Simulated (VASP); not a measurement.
A run of VASP 6.6.1 is set up as follows.

POSCAR

```
CdSe
1.0
   -0.0153339012      3.0591132976      3.0591132976
    3.0591132976     -0.0153339012      3.0591132976
    3.0591132976      3.0591132976     -0.0153339012
Cd Se
1 1
Direct
    0.0005386626      0.0005386626      0.0005386626
    0.7494613374      0.7494613374      0.7494613374
```

File INCAR.step1:

```
SYSTEM = CdSe
PREC = Accurate ; ENCUT = 550
ISMEAR = 0 ; SIGMA = 0.01
LREAL = .False. ; LASPH = .True.
NELM = 120 ; NBANDS = 16
GGA = PE ; ALGO = Normal
EDIFF = 1E-5 ; LWAVE = .True.
LCHARG = .False. ; GGA_COMPAT = .False.
```

Contents of INCAR.step2:

```
SYSTEM = CdSe
PREC = Accurate ; ENCUT = 550
EDIFF = 1E-6 ; ISMEAR = 0
SIGMA = 0.01 ; LREAL = .False.
LASPH = .True. ; NELM = 120
ALGO = Normal ; ISIF = 2
LWAVE = .False. ; LCHARG = .True.
METAGGA = R2SCAN ; LMIXTAU = .True.
LELF = .True. ; LVHAR = .True.
NBANDS = 16 ; ISTART = 1
GGA_COMPAT = .False.
```

KPOINTS

```
regular mesh
0
Gamma
  6 6 6
  0 0 0
```

Potentials or basis: VASP PAW PBE potentials, release 64 (Cd, Se).

Command:

```console
$ cat potpaw_PBE.64/Cd/POTCAR potpaw_PBE.64/Se/POTCAR > POTCAR
$ cp INCAR.step1 INCAR
$ mpirun -np 1 vasp_std > vasp.out
$ cp INCAR.step2 INCAR
$ mpirun -np 1 vasp_std > vasp.out
```

(1) Estimate the pressure.

(2) Estimate the band gap on the k mesh.

Results:

(1) 0.2 GPa.

(2) 1.01 eV, direct.

Caveat: the cell differs from its parent crystal (equal xy, yz and zx engineering shears of -0.5 %); the PAW data sets were made with another functional, which shifts forces and pressure a little.
